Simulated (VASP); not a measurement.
# Ge (I4_1/amd) in VASP: notebook, part 2 of 2

VASP 6.6.1. The steps go on from the part before.

### Step 3. Vibrations by perturbation theory, LDA

This run uses another cell than the first one, of 22.77 Å³/atom.

File INCAR:

```
  PREC = Accurate
  ENCUT = 520
  EDIFF = 1E-8
  ISMEAR = 0
  SIGMA = 0.05
  LREAL = F
  LASPH = T
  NELM = 60
  ALGO = Normal
  ISIF = 2
  LWAVE = F
  LCHARG = T
  NBANDS = 21
  IBRION = 8
  NSW = 1
```

File KPOINTS:

```
Automatic mesh
0
Gamma
  12 12 12
```

File POSCAR:

```
Ge
1.0
    0.0000000000      2.8507250000      2.8016569231
    2.8507250000      0.0000000000      2.8016569231
    2.8507250000      2.8507250000      0.0000000000
Ge
2
Direct
    0.0000000000      0.0000000000      0.0000000000
    0.2500000000      0.2500000000      0.2500000000
```

Potentials or basis: VASP PAW LDA potentials, release 64 (Ge_d).

Launch:

```console
> cat potpaw_LDA.64/Ge_d/POTCAR > POTCAR
> mpirun -np 1 vasp_std > vasp.out
```

OUTCAR:

```text
PREC = Accurate
   ENCUT = 520
   EDIFF = 1E-8
   ISMEAR = 0
   LREAL = F
   LASPH = T
   NELM = 60
   ISIF = 2
   IBRION = 8
   NSW = 1

 ion  position               nearest neighbor table
   1  0.000  0.000  0.000-   2 2.45   2 2.45   2 2.45   2 2.45
   2  0.250  0.250  0.250-   1 2.45   1 2.45   1 2.45   1 2.45

  LATTYP: Found a body centered tetragonal cell.
 ALAT       =     4.0315339576
 C/A-ratio  =     1.3898714249

  Lattice vectors:

 A1 = (   0.0000000000,  -2.8507250000,  -2.8016569231)
 A2 = (   0.0000000000,   2.8507250000,  -2.8016569231)
 A3 = (   2.8507250000,   0.0000000000,   2.8016569231)

Analysis of symmetry for initial positions (statically):
=====================================================================
 Subroutine PRICEL returns:
 Original cell was already a primitive cell.

 Routine SETGRP: Setting up the symmetry group for a
 body centered tetragonal supercell.

 Subroutine GETGRP returns: Found 16 space group operations
 (whereof  8 operations were pure point group operations)
 out of a pool of 16 trial point group operations.

The static configuration has the point symmetry D_2d.
 The point group associated with its full space group is D_4h.

Analysis of symmetry for dynamics (positions and initial velocities):
=====================================================================
 Subroutine PRICEL returns:
 Original cell was already a primitive cell.

 Routine SETGRP: Setting up the symmetry group for a
 body centered tetragonal supercell.

 Subroutine GETGRP returns: Found 16 space group operations
 (whereof  8 operations were pure point group operations)
 out of a pool of 16 trial point group operations.

The dynamic configuration has the point symmetry D_2d.
 The point group associated with its full space group is D_4h.

 Subroutine INISYM returns: Found 16 space group operations
 (whereof  8 operations are pure point group operations),
 and found     1 'primitive' translations

----------------------------------------------------------------------------------------

                                     Primitive cell

  volume of cell :      45.5361

  direct lattice vectors                    reciprocal lattice vectors
     0.000000000  2.850725000  2.801656923    -0.175393979  0.175393979  0.178465820
     2.850725000  0.000000000  2.801656923     0.175393979 -0.175393979  0.178465820
     2.850725000  2.850725000  0.000000000     0.175393979  0.175393979 -0.178465820

  length of vectors
     3.996988184  3.996988184  4.031533958     0.305575104  0.305575104  0.305575104

  position of ions in fractional coordinates (direct lattice)
     0.000000000  0.000000000  0.000000000
     0.250000000  0.250000000  0.250000000

  ion indices of the primitive-cell ions
   primitive index   ion index
                 1           1
                 2           2

----------------------------------------------------------------------------------------
[... 120 lines left out ...]

 E-fermi :   4.6606     XC(G=0): -10.2619

 val. band max:        4.6246588301   @ k =   0.0000   0.0000   0.0000
 cond. band min:       4.7111941731   @ k =   0.5000   0.0000   0.0000
 fundamental gap:      0.0865353429
 Fermi energy:         4.6605780061

 k-point     1 :       0.0000    0.0000    0.0000
  band No.  band energies     occupation
      1     -20.2661      2.00000
      2     -20.2618      2.00000
      3     -20.2618      2.00000
      4     -20.2277      2.00000
      5     -20.2261      2.00000
      6     -20.0219      2.00000
[... 565 lines left out ...]
     20      14.3331      0.00000
     21      14.9426      0.00000

 [... further k-points ...]
[... 5 lines left out ...]
  --------------------------------------------------------------------------------------
  -------------------------------------------------------------------------------------
  Total       -0.5632207     -0.5632207     -0.2149125      0.0000000      0.0000000      0.0000000
  in kB      -19.8168035    -19.8168035     -7.5616520      0.0000000      0.0000000      0.0000000
  external PRESSURE =     -15.7317530 kB  Pullay stress =       0.0000000 kB

 VOLUME and BASIS-vectors are now :
 -----------------------------------------------------------------------------
  energy-cutoff  :      520.00
  volume of cell :       45.54
      direct lattice vectors                 reciprocal lattice vectors
     0.000000000  2.850725000  2.801656923    -0.175393979  0.175393979  0.178465820
     2.850725000  0.000000000  2.801656923     0.175393979 -0.175393979  0.178465820
     2.850725000  2.850725000  0.000000000     0.175393979  0.175393979 -0.178465820

 POSITION                                       TOTAL-FORCE (eV/Angst)
 -----------------------------------------------------------------------------------
      0.00000      0.00000      0.00000         0.000000      0.000000      0.000000
      1.42536      1.42536      1.40083        -0.000000     -0.000000      0.000000
 -----------------------------------------------------------------------------------
    total drift:                                0.000000     -0.000000      0.000000

  FREE ENERGIE OF THE ION-ELECTRON SYSTEM (eV)
  ---------------------------------------------------
  free  energy   TOTEN  =       -10.3841451206 eV

  energy  without entropy=      -10.3840996361  energy(sigma->0) =      -10.38412238

[... ionic steps 2 to 3 ...]

--------------------------------------- Ionic step        4  -------------------------------------------

------------------------ aborting loop because EDIFF is reached ----------------------------------------

[... ionic steps 5 to 5 ...]

--------------------------------------- Ionic step        6  -------------------------------------------

 Free energy of the ion-electron system (eV)
  ---------------------------------------------------
  ---------------------------------------------------
  free energy    TOTEN  =        -0.19553008 eV

  energy without entropy =       -0.19553008

------------------------ aborting loop because EDIFF is reached ----------------------------------------

 INTERNAL STRAIN TENSOR  FOR ION    1  DIRECTION 3   (eV/Angst):
 -----------------------------------------------------------------------------
     0.00325  7.62332  0.00000
     7.62332  0.00325  0.00000
     0.00000  0.00000  0.00133

 INTERNAL STRAIN TENSOR FOR ION    2 for displacements in x,y,z  (eV/Angst):
          X           Y           Z          XY          YZ          ZX
  --------------------------------------------------------------------------------
  x     0.00000     0.00000     0.00000     0.00000    -7.61691     0.00000
  y     0.00000     0.00000     0.00000     0.00000     0.00000    -7.12482
  z     0.00000     0.00000     0.00000    -7.62332     0.00000     0.00000

 SECOND DERIVATIVES (NOT SYMMETRIZED)
 ------------------------------------
               1X          1Y          1Z          2X          2Y          2Z
  1X   -10.692908    0.000000    0.000000   10.692908    0.000000    0.000000
  1Y     0.000000  -10.692908    0.000000    0.000000   10.692908    0.000000
  1Z     0.000000    0.000000  -10.692437    0.000000    0.000000   10.692437
  2X    10.692908    0.000000    0.000000  -10.692908    0.000000    0.000000
  2Y     0.000000   10.692908    0.000000    0.000000  -10.692908    0.000000
  2Z     0.000000    0.000000   10.692437    0.000000    0.000000  -10.692437

 Eigenvectors and eigenvalues of the dynamical matrix
 ----------------------------------------------------

   1 f  =    8.484288 THz    53.308356 2PiTHz  283.005398 cm-1    35.088182 meV
             X         Y         Z           dx          dy          dz
      0.000000  0.000000  0.000000     0.000000   -0.707107    0.000000
      1.425363  1.425363  1.400828     0.000000    0.707107    0.000000
[... 21 lines left out ...]
   6 f  =    0.000000 THz     0.000000 2PiTHz    0.000000 cm-1     0.000000 meV
             X         Y         Z           dx          dy          dz
      0.000000  0.000000  0.000000     0.000000    0.000000    0.707107
      1.425363  1.425363  1.400828     0.000000    0.000000    0.707107

--------------------------------------------------------------------------------------------------------

 ELASTIC MODULI CONTR FROM IONIC RELAXATION (kBar)
 Direction    XX          YY          ZZ          XY          YZ          ZX
 --------------------------------------------------------------------------------
 XX           0.0000      0.0000      0.0000      0.0000      0.0000      0.0000
 YY           0.0000      0.0000      0.0000      0.0000      0.0000      0.0000
 ZZ           0.0000      0.0000      0.0000      0.0000      0.0000      0.0000
 XY           0.0000      0.0000      0.0000   -191.2347      0.0000      0.0000
 YZ           0.0000      0.0000      0.0000      0.0000   -190.9050      0.0000
 ZX           0.0000      0.0000      0.0000      0.0000      0.0000   -167.0346
 --------------------------------------------------------------------------------
```

OSZICAR:

```text
N       E                     dE             d eps       ncg     rms          rms(c)
DAV:   1     0.187875639453E+03    0.18788E+03   -0.14689E+04  7675   0.358E+03
DAV:   2     0.168940401097E+02   -0.17098E+03   -0.16546E+03  6886   0.614E+02
DAV:   3    -0.967400313898E+01   -0.26568E+02   -0.26407E+02  7921   0.143E+02
DAV:   4    -0.105413409677E+02   -0.86734E+00   -0.86696E+00  7696   0.300E+01
[... 44 lines left out ...]
RMM:  11    -0.195530051460E+00   -0.26142E-07   -0.96037E-10 23110   0.469E-05    0.228E-06
RMM:  12    -0.195530066675E+00   -0.15215E-07    0.86200E-09 24126   0.239E-05    0.148E-06
RMM:  13    -0.195530080521E+00   -0.13846E-07   -0.69170E-10 24072   0.138E-05    0.247E-07
RMM:  14    -0.195530080722E+00   -0.20108E-09   -0.13788E-09 20538   0.858E-06    0.126E-07
 Linear response finished
```

stdout:

```text
POSCAR found type information on POSCAR Ge
 POSCAR found :  1 types and       2 ions
 scaLAPACK will be used
 LDA part: xc-table for (Slater(with rela. corr.)+CA(PZ))
 , standard interpolation
 POSCAR, INCAR and KPOINTS ok, starting setup
 FFT: planning ... GRIDC
 FFT: planning ... GRID_SOFT
 FFT: planning ... GRID
 WAVECAR not read
 entering main loop
 Linear response reoptimize wavefunctions to high precision
 Linear response DOF=           2
 Linear response progress:
 first order change of Fermi-energy   0.81256E-05
 force on displaced ion       1 direction 1 : -10.693   0.000   0.000
 Linear response progress:
 first order change of Fermi-energy   0.31193E-03
 force on displaced ion       1 direction 3 :   0.000   0.000 -10.692
 Linear response finished
```

It took 12 min on 1 thread of AMD EPYC 9R45 (Zen 5), shared host; peak memory 0.81 GiB.

What came out:

```
Highest phonon frequency at Γ : 283 cm⁻¹
```

Phonon frequencies in cm⁻¹ (negative: imaginary):
```
              q point        frequencies
(0.000, 0.000, 0.000)  0 0 0 283 283 283
```

Caveat: the cell stands under pressure or tension, which shifts response properties.
